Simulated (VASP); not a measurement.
Wanted: the native input for a VASP 6.6.1 run.

| Property | Result |
| --- | --- |
| Task | single point |
| Functional | LDA |
| Potentials or basis | VASP PAW LDA potentials, release 64 (Sb) |
| Cutoff | 520 eV |
| k mesh | 15 × 15 × 15 |
| Occupations | gaussian, width 0.15 eV |
| Spin | no spin polarisation |
| Dipole correction | no |
| Further INCAR settings | ALGO = Normal; EDIFF = 1e-06; NBANDS = 12 |

The structure of Sb lies in POSCAR:

```
Sb
1.0
    2.1800642718      1.2586606942      3.6434822834
   -2.1800642718      1.2586606942      3.6434822834
    0.0000000000     -2.5173213883      3.6434822834
Sb
2
Direct
    0.2336400000      0.2336400000      0.2336400000
    0.7663600000      0.7663600000      0.7663600000
```

This cell differs from its parent crystal: ratio of the length along z to the lengths across it x 0.96, volume and fractional coordinates fixed.

The input as run:

INCAR

```
PREC     = Accurate       # precision mode
ENCUT    = 520            # plane-wave cutoff, eV
EDIFF    = 1E-6           # SCF threshold, eV
ISMEAR   = 0              # smearing method
SIGMA    = 0.15           # smearing width, eV
LREAL    = False          # projectors in reciprocal space
LASPH    = True           # aspherical terms in the spheres
NELM     = 100            # most SCF steps
ALGO     = Normal         # electronic algorithm
ISIF     = 2              # what is computed and relaxed
LWAVE    = False          # write WAVECAR
LCHARG   = True           # write CHGCAR
GGA      = CA             # functional
LELF     = True           # ELF
LVHAR    = True         
NBANDS   = 12             # bands
```

KPOINTS

```
Automatic mesh
0
Gamma
  15 15 15
```

Potentials or basis: VASP PAW LDA potentials, release 64 (Sb).

The run is started by

```console
$ cat potpaw_LDA.64/Sb/POTCAR > POTCAR
$ mpirun -np 1 vasp_std > vasp.out
```

Results of the run:

* Pressure: -0.9 GPa
* Largest force: 0.208 eV/Å
* Band gap on the k mesh: zero (band 5 reaches 7.14 eV, above the bottom of band 6 at 7.04 eV)

Caveat: spin-orbit coupling is left out, which moves the levels of the heavy elements.

It took 2.1 min on 1 thread of Intel(R) Xeon(R) Platinum 8375C CPU @ 2.90GHz (Ice Lake) (shared host), peak memory 0.33 GiB.
